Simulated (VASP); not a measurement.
Wanted: the native input for a VASP 6.6.1 run.

- Task: single point
- Functional: PBE
- Dispersion: D3(BJ)
- Potentials or basis: VASP PAW PBE potentials, release 64 (W_sv, C)
- Cutoff: 520 eV
- k mesh: 2 × 2 × 2
- Occupations: fermi-dirac, width 0.17 eV
- Spin: no spin polarisation
- Dipole correction: no
- Further INCAR settings: LREAL = Auto; ALGO = Normal; EDIFF = 1e-06; NBANDS = 86

The structure of WC lies in POSCAR:

```
WC
1.0
   -3.0267750000     -5.2425280000      0.0000000000
    4.5401630000     -2.6212640000      0.0000000000
    0.0000000000      0.0000000000      5.9236370000
W C
8 8
Direct
    0.7549600329      0.4980425050      0.0187216063
    0.7580382112      0.4994779057      0.5124047946
    0.4826247239     -0.0031945002     -0.0111755666
    0.4825919402     -0.0159471764      0.4926871785
    0.2525101476      0.5047597194      0.0065331485
    0.2517170766      0.4989448517      0.5063612102
    0.0123310947      0.0307309339     -0.0115300786
    0.0027956369     -0.0156246012      0.4794520664
    0.5025261847      0.6881765462      0.2697160545
    0.5051843212      0.6524169449      0.7830662142
    0.2541972351      0.1644870099      0.2531721643
    0.2701659173      0.1897357968      0.7376042793
   -0.0153777856      0.6318396284      0.2758102834
    0.0548329903      0.7108923455      0.7756383452
    0.7570243619      0.1667434436      0.2575951227
    0.7090606628      0.1718368014      0.7474630873
```

These files were run (other wordings do the same):

INCAR

```
SYSTEM = WC
PREC = Accurate ; ENCUT = 520
EDIFF = 1E-6 ; ISMEAR = -1
SIGMA = 0.17 ; LREAL = Auto
LASPH = .TRUE. ; NELM = 80
ALGO = Normal ; ISIF = 2
LWAVE = .FALSE. ; LCHARG = .FALSE.
GGA = PE ; IVDW = 12
NBANDS = 86
```

KPOINTS

```
regular mesh
0
G
  2 2 2
  0 0 0
```

Potentials or basis: VASP PAW PBE potentials, release 64 (W_sv, C).

The run is started by

```console
$ cat potpaw_PBE.64/W_sv/POTCAR potpaw_PBE.64/C/POTCAR > POTCAR
$ mpirun -np 1 vasp_std > vasp.out
```

It gave:

```json
{
 "Pressure": "-30.4 GPa",
 "Largest force": "3.480 eV/Å",
 "Band gap on the k mesh": "zero (band 72 reaches 9.91 eV, above the bottom of band 73 at 9.73 eV)",
 "Dispersion energy per atom": "-0.406 eV"
}
```

Caveat: the k points lie up to 0.60 Å⁻¹ apart; spin-orbit coupling is left out, which moves the levels of the heavy elements; pairwise dispersion overbinds metals, which lowers pressure and volume; forces of over 1 eV/Å act on the atoms, so gaps and moduli don't describe the material at rest.

It took 5.9 min on 1 thread of AMD EPYC 7R43 64-Core Processor (Zen 3) (shared host), peak memory 0.29 GiB.
